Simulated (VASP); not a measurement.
TiPt3, 4 atoms in the cell. It takes space group Pm-3m (No. 221, cubic). The conventional cell has a = 4.711 Å, b = 4.711 Å, c = 4.711 Å, α = 90.00°, β = 90.00°, γ = 90.00°. Ti (site symmetry m-3m) has 6 Pt at 2.36 Å within 3.1 Å. Within 3.1 Å of Pt (site symmetry 4/mmm) lie 2 Ti at 2.36 Å. 

```yaml
Program: VASP 6.6.1
Task: single point
Functional: PBE
Potentials_or_basis: VASP PAW PBE potentials, release 64 (Ti_sv, Pt)
Cutoff: 520 eV
k_mesh: 10 × 10 × 10
Occupations: gaussian, width 0.1 eV
Spin: no spin polarisation
Dipole_correction: no
Further_INCAR_settings: ALGO = Normal; EDIFF = 1e-06; NBANDS = 29
```

Potentials or basis: VASP PAW PBE potentials, release 64 (Ti_sv, Pt).

Command:

```sh
$ cat potpaw_PBE.64/Ti_sv/POTCAR potpaw_PBE.64/Pt/POTCAR > POTCAR
$ mpirun -np 1 vasp_std > vasp.out
```

Hardware: 1 thread of Intel(R) Xeon(R) Platinum 8488C (Sapphire Rapids), on a shared host.

How long does it take, and how much memory?

Run time: 83 s on 1 thread of Intel(R) Xeon(R) Platinum 8488C (Sapphire Rapids), on a shared host, peak memory 0.3 GiB. Counts: scf iterations 15, k points 56.
